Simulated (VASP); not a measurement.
Here is a VASP 6.6.1 calculation.

Contents of INCAR:

```
SYSTEM = WSe2
PREC     = Accurate       ! precision mode
ENCUT    = 520            ! plane-wave cutoff, eV
EDIFF    = 1E-6           ! SCF threshold, eV
ISMEAR   = 0              ! smearing method
SIGMA    = 0.05           ! smearing width, eV
LREAL    = .FALSE.        ! projectors in reciprocal space
LASPH    = .TRUE.         ! aspherical terms in the spheres
NELM     = 150            ! most SCF steps
ALGO     = Normal         ! electronic algorithm
ISIF     = 2              ! what is computed and relaxed
LWAVE    = .FALSE.        ! write WAVECAR
LCHARG   = .FALSE.        ! write CHGCAR
ISPIN    = 2              ! spin polarisation
MAGMOM   = 0.05 0.05 0 0 0 0 ! initial moments
LORBIT   = 11             ! projections on sites
LMAXMIX  = 4              ! l up to which the mixer works
GGA      = PE             ! functional
NBANDS   = 39             ! bands
```

KPOINTS

```
Automatic mesh
0
G
  10 10 2
  0 0 0
```

Contents of POSCAR:

```
WSe2
1.0
    3.3192429147      0.0000000000      0.0000000000
   -1.6596214574      2.8745486855      0.0000000000
    0.0000000000      0.0000000000     14.9767492674
W Se
2 4
Direct
    0.3333333333      0.6666666667      0.2500000000
    0.6666666667      0.3333333333      0.7500000000
    0.3333333333      0.6666666667      0.6379265166
    0.6666666667      0.3333333333      0.1379265166
    0.3333333333      0.6666666667      0.8620734834
    0.6666666667      0.3333333333      0.3620734834
```

Potentials or basis: VASP PAW PBE potentials, release 64 (W_sv, Se).

Command:

```sh
$ cat potpaw_PBE.64/W_sv/POTCAR potpaw_PBE.64/Se/POTCAR > POTCAR
$ mpirun -np 1 vasp_std > vasp.out
```

(1) What does it give for the largest force?

(2) What does it give for the band gap on the k mesh?

Answers

(1) 0.048 eV/Å.

(2) 1.58 eV (least direct gap 1.81 eV).

Caveat: spin-orbit coupling is left out, which moves the levels of the heavy elements.

**Measured values to compare with.**

“Time-resolved XUV ARPES with tunable 24–33 eV laser pulses at 30 meV resolution”, 2019, pmc:6684652 reports, for a bulk crystal of WSe2: band gap 1.3 eV (indirect).

Against the measured gap of WSe2, 1.3 eV (indirect; “Time-resolved XUV ARPES with tunable 24–33 eV laser pulses at 30 meV resolution”, 2019, pmc:6684652), the calculated 1.58 eV is off by +0.28 eV. Spin-orbit coupling on Se, W is left out. The value is that of PBE on a finite k mesh, which can miss the band edges, without temperature or zero-point motion.
